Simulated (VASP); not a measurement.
# Au (I4/mmm) in VASP: a series of runs, part 2 of 2

VASP 6.6.1. The steps go on from the part before.

**3. Single point, PBE (strain +0.015 along x and y, +0.000 along z)**

INCAR reads:

```
SYSTEM = Au
  ALGO = Normal
  EDIFF = 1E-7
  ENCUT = 520
  GGA = PE
  ISIF = 2
  ISMEAR = 0
  LASPH = .True.
  LCHARG = .True.
  LELF = .True.
  LREAL = .False.
  LVHAR = .True.
  LWAVE = .False.
  NBANDS = 12
  NELM = 60
  PREC = Accurate
  SIGMA = 0.15
```

KPOINTS reads:

```
k-points
0
Gamma
  20 20 20
  0 0 0
```

POSCAR reads:

```
Au
1.0
    0.0000000000      2.0761825000      2.0455000000
    2.0761825000      0.0000000000      2.0455000000
    2.0761825000      2.0761825000      0.0000000000
Au
1
Direct
    0.0000000000      0.0000000000      0.0000000000
```

Potentials or basis: VASP PAW PBE potentials, release 64 (Au).

Command:

```sh
$ cat potpaw_PBE.64/Au/POTCAR > POTCAR
$ mpirun -np 1 vasp_std > vasp.out
```

OUTCAR:

```text
SYSTEM = Au
   EDIFF = 1E-7
   ENCUT = 520
   GGA = PE
   ISIF = 2
   ISMEAR = 0
   LASPH = .True.
   LREAL = .False.
   NELM = 60
   PREC = Accurate

 ion  position               nearest neighbor table
   1  0.000  0.000  0.000-

  LATTYP: Found a body centered tetragonal cell.
 ALAT       =     2.9361654495
 C/A-ratio  =     1.3933138546

  Lattice vectors:

 A1 = (   0.0000000000,  -2.0761825000,  -2.0455000000)
 A2 = (   0.0000000000,   2.0761825000,  -2.0455000000)
 A3 = (   2.0761825000,   0.0000000000,   2.0455000000)

Analysis of symmetry for initial positions (statically):
=====================================================================
 Subroutine PRICEL returns:
 Original cell was already a primitive cell.

 Routine SETGRP: Setting up the symmetry group for a
 body centered tetragonal supercell.

 Subroutine GETGRP returns: Found 16 space group operations
 (whereof 16 operations were pure point group operations)
 out of a pool of 16 trial point group operations.

The static configuration has the point symmetry D_4h.

Analysis of symmetry for dynamics (positions and initial velocities):
=====================================================================
 Subroutine PRICEL returns:
 Original cell was already a primitive cell.

 Routine SETGRP: Setting up the symmetry group for a
 body centered tetragonal supercell.

 Subroutine GETGRP returns: Found 16 space group operations
 (whereof 16 operations were pure point group operations)
 out of a pool of 16 trial point group operations.

The dynamic configuration has the point symmetry D_4h.

 Subroutine INISYM returns: Found 16 space group operations
 (whereof 16 operations are pure point group operations),
 and found     1 'primitive' translations

----------------------------------------------------------------------------------------

                                     Primitive cell

[... 110 lines left out ...]
  Fermi-wavevector in a.u.,A,eV,Ry     =   1.398789  2.643328 26.621305  1.956611
  Thomas-Fermi vector in A             =   2.521912
   LORBIT       =      0    0 simple, 1 ext, 2 COOP (PROOUT), +10 PAW based schemes
   GGA     = PE    functional components
   LHFCALC =     F    Hartree Fock is set to
   AEXX    =    0.0000 exact exchange contribution
   IVDW    =     0    specifies the selected vdW correction
   LEPSILON=     F    determine dielectric tensor
   LRPA    =     F    only Hartree local field effects (RPA)
 non-spin polarized calculation
 Gauss-broadening in eV      SIGMA  =   0.15
  energy-cutoff  :      520.00
  volume of cell :       17.63
 maximum number of plane-waves:       503
 NGX is ok and might be reduce to    24
   NGX = 11   NGY = 11   NGZ = 11

 number of electron      11.0000001 magnetization

 Free energy of the ion-electron system (eV)
  ---------------------------------------------------
  ext. energy  EPLUGINS =         0.00000000
  ---------------------------------------------------
  free energy    TOTEN  =        -3.22022157 eV

  energy without entropy =       -3.21738904  energy(sigma->0) =       -3.21880531

 E-fermi :   8.8940     XC(G=0): -12.5126

 val. band max:        8.8913791120   @ k =   0.5000   0.1500   0.0500
 cond. band min:       8.8959976245   @ k =   0.5000   0.1500   0.3500
 fundamental gap:      0.0046185126
 Fermi energy:         8.8939748709

 k-point     1 :       0.0000    0.0000    0.0000
  band No.  band energies     occupation
      1      -0.5846      2.00000
      2       4.3621      2.00000
      3       4.3621      2.00000
      4       4.4856      2.00000
      5       5.7598      2.00000
      6       5.8943      2.00000
      7      23.4816      0.00000
      8      27.2036      0.00000
      9      27.2036      0.00000
     10      27.4373      0.00000
     11      32.0813      0.00000
     12      36.1627      0.00000
[... 331 lines left out ...]
 k-point    24 :      -0.3500    0.0500    0.0000
  band No.  band energies     occupation
      1       1.9154      2.00000
      2       4.4681      2.00000
      3       4.5243      2.00000
      4       5.4987      2.00000
      5       6.4500      2.00000
      6       6.9403      2.00000
      7      15.3812      0.00000
      8      23.5439      0.00000
      9      25.9418      0.00000
     10      27.2341      0.00000
     11      31.8098      0.00000
     12      32.4637      0.00000

 [... further k-points ...]
[... 5 lines left out ...]
  --------------------------------------------------------------------------------------
  -------------------------------------------------------------------------------------
  Total        0.2694570      0.2694570      0.3130503      0.0000000      0.0000000      0.0000000
  in kB       24.4815801     24.4815801     28.4422639      0.0000000      0.0000000      0.0000000
  external PRESSURE =      25.8018080 kB  Pullay stress =       0.0000000 kB

 VOLUME and BASIS-vectors are now :
 -----------------------------------------------------------------------------
  energy-cutoff  :      520.00
  volume of cell :       17.63
      direct lattice vectors                 reciprocal lattice vectors
     0.000000000  2.076182500  2.045500000    -0.240826613  0.240826613  0.244439012
     2.076182500  0.000000000  2.045500000     0.240826613 -0.240826613  0.244439012
     2.076182500  2.076182500  0.000000000     0.240826613  0.240826613 -0.244439012

 POSITION                                       TOTAL-FORCE (eV/Angst)
 -----------------------------------------------------------------------------------
      0.00000      0.00000      0.00000        -0.000000      0.000000      0.000000
 -----------------------------------------------------------------------------------
    total drift:                               -0.000000      0.000000      0.000000

  FREE ENERGIE OF THE ION-ELECTRON SYSTEM (eV)
  ---------------------------------------------------
  free  energy   TOTEN  =        -3.2202215687 eV

  energy  without entropy=       -3.2173890438  energy(sigma->0) =       -3.21880531
```

stdout:

```text
POSCAR found type information on POSCAR Au
 POSCAR found :  1 types and       1 ions
 scaLAPACK will be used
 LDA part: xc-table for (Slater+PW92), standard interpolation
 POSCAR, INCAR and KPOINTS ok, starting setup
 FFT: planning ... GRIDC
 FFT: planning ... GRID_SOFT
 FFT: planning ... GRID
 WAVECAR not read
 entering main loop
```

Run time: 35 s. Hardware: 1 thread of Intel Xeon 6975P-C (Granite Rapids), shared host; peak memory 0.25 GiB.

Results:

```yaml
Free_energy: -3.2202 eV
Pressure: 2.6 GPa
```

Stress tensor (GPa, compression positive):
```
2.45 0.00 0.00
0.00 2.45 0.00
0.00 0.00 2.84
```

Caveat: the cell differs from its parent crystal (strain +0.015 along x and y, +0.000 along z); spin-orbit coupling is left out, which moves the levels of the heavy elements.

**4. Single point, PBE (strain +0.030 along x and y, +0.000 along z)**

INCAR reads:

```
  PREC = Accurate
  ENCUT = 520
  EDIFF = 1E-6
  ISMEAR = 0
  SIGMA = 0.15
  LREAL = F
  LASPH = T
  NELM = 80
  ALGO = Normal
  ISIF = 2
  LWAVE = F
  LCHARG = T
  GGA = PE
  LELF = T
  LVHAR = T
  NBANDS = 12
```

KPOINTS reads:

```
Automatic mesh
0
Gamma
  20 20 20
```

POSCAR reads:

```
Au
1.0
    0.0000000000      2.1068650000      2.0455000000
    2.1068650000      0.0000000000      2.0455000000
    2.1068650000      2.1068650000      0.0000000000
Au
1
Direct
    0.0000000000      0.0000000000      0.0000000000
```

Command:

```sh
$ cat potpaw_PBE.64/Au/POTCAR > POTCAR
$ mpirun -np 1 vasp_std > vasp.out
```

Wall time 36 s (1 thread of Intel Xeon 6975P-C (Granite Rapids), shared host); peak memory 0.25 GiB.

It converged, with:

- Free energy: -3.2214 eV
- Pressure: -1.6 GPa

Stress tensor (GPa, compression positive):
```
-1.83  0.00  0.00
 0.00 -1.83  0.00
 0.00  0.00 -1.14
```

Levels at points of the mesh, in eV from the Fermi level:
```
           k point  band 2  band 3  band 4  band 5  band 6  band 7  band 8  band 9  band 10  band 11
(0.00, 0.00, 0.00)   -4.42   -4.42   -4.19   -3.12   -2.87   14.62   18.10   18.10    18.53    22.96
(0.50, 0.00, 0.00)   -4.49   -4.26   -1.98   -1.86   -0.64    2.77   14.00   16.35    17.05    23.72
(0.50, 0.50, 0.00)   -6.19   -1.97   -1.62   -1.62    1.55    5.73    9.51    9.51    16.25    18.67
(0.50, 0.00, 0.50)   -6.19   -1.96   -1.73   -1.55    1.06    5.08   10.00   10.04    16.72    19.14
```

Caveat: the cell differs from its parent crystal (strain +0.030 along x and y, +0.000 along z); spin-orbit coupling is left out, which moves the levels of the heavy elements.

**5. The runs side by side**

```tsv
cell	gap on the mesh (eV)	pressure (GPa)
a = 2.893, b = 2.893, c = 2.936 Å, angles 59.5, 59.5, 61.0°, 1 atom	none	5.1
a = 2.915, b = 2.915, c = 2.936 Å, angles 59.8, 59.8, 60.5°, 1 atom	none	2.6
a = 2.936, b = 2.936, c = 2.980 Å, angles 59.5, 59.5, 61.0°, 1 atom	none	-1.6
```

Alike in all rows: task single point; level PBE; potentials or basis VASP PAW PBE potentials, release 64 (Au); no spin polarisation; k mesh 20 × 20 × 20; cutoff (eV) 520; smearing gaussian 0.15 eV.

Caveats: spin-orbit coupling is left out, which moves the levels of the heavy elements.

Absolute energies hang on the potentials; compare differences alone.
